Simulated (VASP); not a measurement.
WC:

```xyz
2
Lattice="1.6403 -2.1180 0.0000 1.6403 2.1180 0.0000 0.0000 0.0000 4.3094" Properties=species:S:1:pos:R:3 pbc="T T T"
W     1.6403    0.0000    2.1547
C     0.0000    0.0000    0.0000
```

```yaml
Program: VASP 6.6.1
Task: relaxation of cell and atoms
Functional: PBEsol
Dispersion: D3(BJ)
Potentials_or_basis: VASP PAW PBE potentials, release 64 (W_sv, C)
Cutoff: 600 eV
k_mesh: 10 × 10 × 6
Occupations: fermi-dirac, width 0.05 eV
Spin: no spin polarisation
```

At the start: pressure -40.8 GPa; volume 14.97 Å³/atom.

Q: How do energy, volume and symmetry change on relaxing?

A: Over 23 steps the energy falls by 2173.5 meV/atom and the volume is 11.07 Å³/atom (-26.1 %); space group Cmmm (No. 65, to 0.05 Å).

The path:
```tsv
step	energy change (eV)	largest force (eV/Å)	pressure (GPa)	volume (Å³)
1	0.0000	0.0000	-40.78	29.94
2	-1.1989	0.0000	186.36	15.92
3	-2.7173	0.0000	21.83	20.19
4	-2.1161	0.0000	162.48	17.12
5	-3.6538	0.0000	52.65	18.94
6	-3.6699	0.0000	60.13	18.75
7	-4.0155	0.0000	-27.36	24.34
8	-4.3143	0.0000	-2.49	21.77
9	-4.3146	0.0000	-1.68	21.71
10	-4.3335	0.0000	1.95	21.75
11	-4.3378	0.0000	3.91	21.77
12	-4.3274	0.0000	8.40	21.79
13	-4.3382	0.0000	4.69	21.77
14	-4.3446	0.0000	-0.85	22.30
15	-4.3454	0.0000	0.49	22.17
16	-4.3467	0.0000	-0.62	22.17
17	-4.3467	0.0000	-0.74	22.17
18	-4.3469	0.0000	0.38	22.09
19	-4.3469	0.0000	0.14	22.11
20	-4.3469	0.0000	0.13	22.11
21	-4.3469	0.0000	0.11	22.11
22	-4.3470	0.0000	0.01	22.12
23	-4.3470	0.0000	-0.06	22.13
```

Final structure:
```
W C
1.0
     1.46771   -2.52233    0.00000
     1.46771    2.52233    0.00000
     0.00000    0.00000    2.98892
W C
1 1
Direct
  0.50000 0.50000 0.50000
  0.00000 0.00000 0.00000
```

Caveat: the volume moved by over 15 % at a fixed basis, so the end points are rough; the PAW data sets were made with another functional, which shifts forces and pressure a little; pairwise dispersion overbinds metals, which lowers pressure and volume.
